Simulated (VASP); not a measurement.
ScZnGaS4: single point with PBEsol+D4

The system is ScZnGaS4.

```
Sc Zn Ga S
1.0
     3.82359    0.00000    0.00000
    -1.91180    3.31133    0.00000
     0.00000    0.00000   12.50878
Sc Zn Ga S
1 1 1 4
Cartesian
  1.9118 1.1038 9.8531
  0.0000 0.0000 6.1682
  0.0000 2.2076 2.7008
  0.0000 2.2076 10.9167
  1.9118 1.1038 1.7289
  0.0000 2.2076 4.9197
  1.9118 1.1038 7.4933
```

- Program: VASP 6.6.1
- Task: single point
- Functional: PBEsol
- Dispersion: D4
- Potentials or basis: VASP PAW PBE potentials, release 64 (Sc_sv, Zn, Ga_d, S)
- Cutoff: 520 eV
- k mesh: 6 × 6 × 2
- Occupations: gaussian, width 0.01 eV
- Spin: no spin polarisation
- Dipole correction: no
- Further INCAR settings: ALGO = Normal; EDIFF = 1e-06; NBANDS = 39

The pressure is -3.9 GPa and the largest force is 0.210 eV/Å. The band gap on the k mesh is 0.92 eV (least direct gap 1.05 eV) and the dispersion energy per atom is -0.178 eV.

Forces on the atoms (eV/Å):
```
Sc   0.000  0.000 -0.085
Zn   0.000  0.000 -0.066
Ga   0.000  0.000  0.062
S    0.000  0.000 -0.107
S    0.000  0.000  0.210
S    0.000  0.000  0.134
S    0.000  0.000 -0.148
```

Stress tensor (GPa, compression positive):
```
-4.01  0.00  0.00
 0.00 -4.01  0.00
 0.00  0.00 -3.66
```

Levels at points of the mesh, in eV from the valence-band top:
| k point | band 26 | band 27 | band 28 | band 29 | band 30 | band 31 | band 32 | band 33 | band 34 | band 35 |
| --- | --- | --- | --- | --- | --- | --- | --- | --- | --- | --- |
| (0.00, 0.00, 0.00) | -1.10 | -0.36 | -0.36 | -0.14 | -0.14 | 0.92 | 2.33 | 2.33 | 3.04 | 3.49 |
| (0.50, 0.00, 0.00) | -2.05 | -1.82 | -1.73 | -1.24 | -0.08 | 1.55 | 1.85 | 2.16 | 2.89 | 3.08 |
| (0.00, 0.00, 0.50) | -1.26 | -0.36 | -0.36 | -0.14 | -0.14 | 0.97 | 2.33 | 2.33 | 3.09 | 3.48 |
| (0.50, 0.00, 0.50) | -2.26 | -1.74 | -1.65 | -1.26 | -0.08 | 1.40 | 1.98 | 2.18 | 2.90 | 3.12 |

It took 110 s on 1 thread of AMD EPYC 7R43 64-Core Processor (Zen 3) (shared host), peak memory 0.27 GiB.

Caveat: the cell stands under tension; the PAW data sets were made with another functional, which shifts forces and pressure a little. A k mesh can miss the band edges.
